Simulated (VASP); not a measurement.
Set up this calculation in VASP 6.6.1, as the native input.

```
Task                   : single point
Functional             : PBE
Potentials or basis    : VASP PAW PBE potentials, release 64 (Ag)
Cutoff                 : 520 eV
k mesh                 : 16 × 16 × 16
Occupations            : fermi-dirac, width 0.05 eV
Spin                   : no spin polarisation
Dipole correction      : no
Further INCAR settings : ALGO = Normal; EDIFF = 1e-06; NBANDS = 12
```

The structure of Ag lies in POSCAR:

```
Ag
1.0
   -1.4525313748      1.4525313748      1.4525313748
    1.4525313748     -1.4525313748      1.4525313748
    1.4525313748      1.4525313748     -1.4525313748
Ag
1
Direct
    0.0000000000      0.0000000000      0.0000000000
```

This cell differs from its parent crystal: volume scaled by 0.68.

One way to write it, as run:

INCAR

```
SYSTEM = Ag
PREC     = Accurate       ! precision mode
ENCUT    = 520            ! plane-wave cutoff, eV
EDIFF    = 1E-6           ! SCF threshold, eV
ISMEAR   = -1             ! smearing method
SIGMA    = 0.05           ! smearing width, eV
LREAL    = .FALSE.        ! projectors in reciprocal space
LASPH    = .TRUE.         ! aspherical terms in the spheres
NELM     = 100            ! most SCF steps
ALGO     = Normal         ! electronic algorithm
ISIF     = 2              ! what is computed and relaxed
LWAVE    = .FALSE.        ! write WAVECAR
LCHARG   = .TRUE.         ! write CHGCAR
GGA      = PE             ! functional
LELF     = .TRUE.         ! ELF
LVHAR    = .TRUE.       
NBANDS   = 12             ! bands
```

KPOINTS

```
regular mesh
0
G
  16 16 16
  0 0 0
```

Potentials or basis: VASP PAW PBE potentials, release 64 (Ag).

Run with:

```bash
$ cat potpaw_PBE.64/Ag/POTCAR > POTCAR
$ mpirun -np 1 vasp_std > vasp.out
```

It gave:

```yaml
Pressure: 99.7 GPa
```

Wall time 16 s on 1 thread of Intel Xeon 6975P-C, on a shared host, peak memory 0.14 GiB.
